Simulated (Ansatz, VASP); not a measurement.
NaAl: VASP beside Ansatz

INCAR

```
SYSTEM = NaAl
ALGO     = Normal         ! electronic algorithm
EDIFF    = 1E-6           ! SCF threshold, eV
EDIFFG   = -0.005         ! ionic threshold
ENCUT    = 600            ! plane-wave cutoff, eV
IBRION   = 2              ! ionic algorithm
ISIF     = 3              ! what is computed and relaxed
ISMEAR   = -1             ! smearing method
LASPH    = .TRUE.         ! aspherical terms in the spheres
LCHARG   = .FALSE.        ! write CHGCAR
LREAL    = .FALSE.        ! projectors in reciprocal space
LWAVE    = .FALSE.        ! write WAVECAR
NELM     = 60             ! most SCF steps
NSW      = 32             ! ionic steps
PREC     = Accurate       ! precision mode
SIGMA    = 0.05           ! smearing width, eV
```

Contents of KPOINTS:

```
k-points
0
G
  11 11 11
  0 0 0
```

Contents of POSCAR:

```
NaAl
1.0
    3.5180232768      0.0000000000      0.0000000000
    0.0000000000      3.5180232768      0.0000000000
    0.0000000000      0.0000000000      3.5180232768
Na Al
1 1
Direct
    0.0000000000      0.0000000000      0.0000000000
    0.5000000000      0.5000000000      0.5000000000
```

Input for Ansatz:

```yaml
crystal:
  lattice:
    - [3.5180232768, 0.0, 0.0]
    - [0.0, 3.5180232768, 0.0]
    - [0.0, 0.0, 3.5180232768]
  atoms:
    - { symbol: Na, position: [0.0, 0.0, 0.0] }
    - { symbol: Al, position: [0.5, 0.5, 0.5] }
kpoints:
  mp_grid: { grid: [11, 11, 11] }
scf:
  occupations: { method: fermi_dirac, width: 0.05 }
hamiltonian:
  xc: lda
  pseudopotentials: { kind: all_electron, lapw: { basis_error: 0.0005 } }
output:
  forces: true
  stress: true
  eigenvalues: true
relax:
  f_tol: 0.005
  max_steps: 12
  cell: {}
```

Alike in both runs: task relaxation of cell and atoms; functional LDA; k mesh 11 × 11 × 11; occupations fermi-dirac, width 0.05 eV; no spin polarisation.

|  | VASP | Ansatz |
| --- | --- | --- |
| version | VASP 6.6.1 | Ansatz 0.2.0 |
| potentials or method | VASP PAW LDA potentials, release 64 (Na_pv, Al), cutoff 600 eV | all-electron LAPW, scalar-relativistic |

|  | VASP | Ansatz | Ansatz less VASP |
| --- | --- | --- | --- |
| relaxed volume (Å³/atom) | 21.77 | 21.77 | 0.000 |
| relaxed length of the cell vector where the two differ most in proportion (Å) | 3.518 | 3.518 | 0.0000 |

LDA's correlation is that of Perdew and Zunger in VASP and of Perdew and Wang (1992) in Ansatz. Ansatz ran all-electron here, and VASP with PAW potentials.

Noted on VASP's run: the relaxation stopped at its first step, so nothing moved.
